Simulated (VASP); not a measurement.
Crystal: WC (Qusongite).

```xyz
2
Lattice="2.9065 0.0000 0.0000 -1.4532 2.5171 0.0000 0.0000 0.0000 2.8366" Properties=species:S:1:pos:R:3 pbc="T T T"
W     0.0000    0.0000    0.0000
C     1.4533    0.8390    1.4183
```

```yaml
Program: VASP 6.6.1
Task: relaxation of cell and atoms
Functional: PBE
Potentials_or_basis: VASP PAW PBE potentials, release 64 (W_sv, C)
Cutoff: 600 eV
k_mesh: 10 × 10 × 9
Occupations: fermi-dirac, width 0.05 eV
Spin: no spin polarisation
```

At the start: pressure 6.6 GPa; volume 10.38 Å³/atom.

Q: How do energy, volume and symmetry change on relaxing?

A: Over 6 steps the energy falls by 3.6 meV/atom and the volume is 10.55 Å³/atom (+1.7 %); space group P-6m2 (No. 187, to 0.05 Å).

Step by step:
| step | energy change (eV) | largest force (eV/Å) | pressure (GPa) | volume (Å³) |
| --- | --- | --- | --- | --- |
| 1 | 0.0000 | 0.0000 | 6.65 | 20.75 |
| 2 | 0.0426 | 0.0000 | -15.78 | 22.07 |
| 3 | -0.0071 | 0.0000 | -0.13 | 21.11 |
| 4 | -0.0071 | 0.0000 | -0.02 | 21.10 |
| 5 | -0.0071 | 0.0000 | 0.08 | 21.10 |
| 6 | -0.0072 | 0.0000 | 0.05 | 21.10 |

Final structure:
```
W C
1.0
     2.92486    0.00000    0.00000
    -1.46243    2.53300    0.00000
     0.00000    0.00000    2.84827
W C
1 1
Direct
  0.00000 0.00000 0.00000
  0.66667 0.33333 0.50000
```
